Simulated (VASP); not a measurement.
Here is a VASP 6.6.1 calculation.

Contents of INCAR:

```
SYSTEM = SnO2
PREC = Accurate
ENCUT = 520
EDIFF = 1E-7
ISMEAR = 0
SIGMA = 0.05
LREAL = .FALSE.
LASPH = .TRUE.
NELM = 60
ALGO = Normal
ISIF = 2
LWAVE = .FALSE.
LCHARG = .TRUE.
LELF = .TRUE.
LVHAR = .TRUE.
NBANDS = 20
```

File KPOINTS:

```
regular mesh
0
G
  12 12 12
  0 0 0
```

The input POSCAR:

```
SnO2
1.0
    1.6932011743      0.9775701538      3.6622929303
   -1.6932011743      0.9775701538      3.6622929303
    0.0000000000     -1.9551403076      3.6622929303
Sn O
1 2
Direct
    0.5000000000      0.5000000000      0.5000000000
    0.2451905456      0.2451905456      0.2451905456
    0.7548094544      0.7548094544      0.7548094544
```

Potentials or basis: VASP PAW LDA potentials, release 64 (Sn_d, O).

Run with:

```sh
$ cat potpaw_LDA.64/Sn_d/POTCAR potpaw_LDA.64/O/POTCAR > POTCAR
$ mpirun -np 1 vasp_std > vasp.out
```

**Question.** What does it give for the pressure?

**Answer.** -9.5 GPa.

**Question.** What does it give for the band gap on the k mesh?

**Answer.** 0.51 eV.

**Question.** Estimate the largest force.

**Answer.** 0.166 eV/Å.

Forces on the atoms (eV/Å):
```
Sn   0.000  0.000  0.000
O    0.000  0.000  0.166
O    0.000  0.000 -0.166
```

Caveat: the stress differs along the axes, from -12 to -4 GPa; semilocal functionals underestimate gaps, and a narrow one can read as zero; spin-orbit coupling is left out, which moves the levels of the heavy elements.
